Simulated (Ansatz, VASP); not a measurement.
# One calculation of PbO2, two programs

```xyz
3
Lattice="0.0000 2.5911 2.5911 2.5911 0.0000 2.5911 2.5911 2.5911 0.0000" Properties=species:S:1:pos:R:3 pbc="T T T"
Pb    0.0000    0.0000    0.0000
O     1.2956    1.2956    1.2956
O     3.8867    3.8867    3.8867
```

Alike in both runs: task single point; functional PBE; k mesh 14 × 14 × 14; occupations gaussian, width 0.1 eV; no spin polarisation.

```csv
,VASP,Ansatz
version,VASP 6.6.1,Ansatz 0.2.0
potentials or method,"VASP PAW PBE potentials, release 64 (Pb_d, O), cutoff 520 eV","scalar-relativistic, plane waves, PAW"
valence electrons in the cell,26,26
```

|  | VASP | Ansatz | Ansatz less VASP |
| --- | --- | --- | --- |
| gap on the k mesh at the Fermi level (eV) | none | none | - |
| pressure (GPa) | 23.7 | 23.2 | -0.46 |

A gap of «none» marks a metal or a gap that the smearing closes. The functional is the same, so the differences come from potentials, cutoffs and numerics.

Spin-orbit coupling is off throughout.
